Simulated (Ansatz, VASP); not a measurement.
## Pb in VASP and in Ansatz

```
Pb
1.0
     0.00000    1.81795    1.81795
     1.81795    0.00000    1.81795
     1.81795    1.81795    0.00000
Pb
1
Direct
  0.00000 0.00000 0.00000
```

Change from the starting cell: volume scaled by 0.4, PAW files.

Alike in both runs: task single point; functional PBEsol; k mesh 15 × 15 × 15; occupations fermi-dirac, width 0.1 eV; no spin polarisation.

|  | VASP | Ansatz |
| --- | --- | --- |
| version | VASP 6.6.1 | Ansatz 0.2.0 |
| potentials or method | VASP PAW PBE potentials, release 64 (Pb_d) | PAW with Ansatz's default frozen-core files, scalar-relativistic |
| plane-wave cutoff (eV) | 520 | 420 |
| valence electrons in the cell | 14 | 14 |

VASP gave:

```
pressure (GPa) : 417.1
```

Problem. What did Ansatz give for the same quantities?

Solution. Pressure (GPa): 416.9.

VASP's potentials were made for PBE, not for PBEsol. Both programs put the cell under a high pressure, so it lies far from rest at this level.

Spin-orbit coupling is off throughout. Noted on VASP's run: the cell as given lies far from equilibrium.
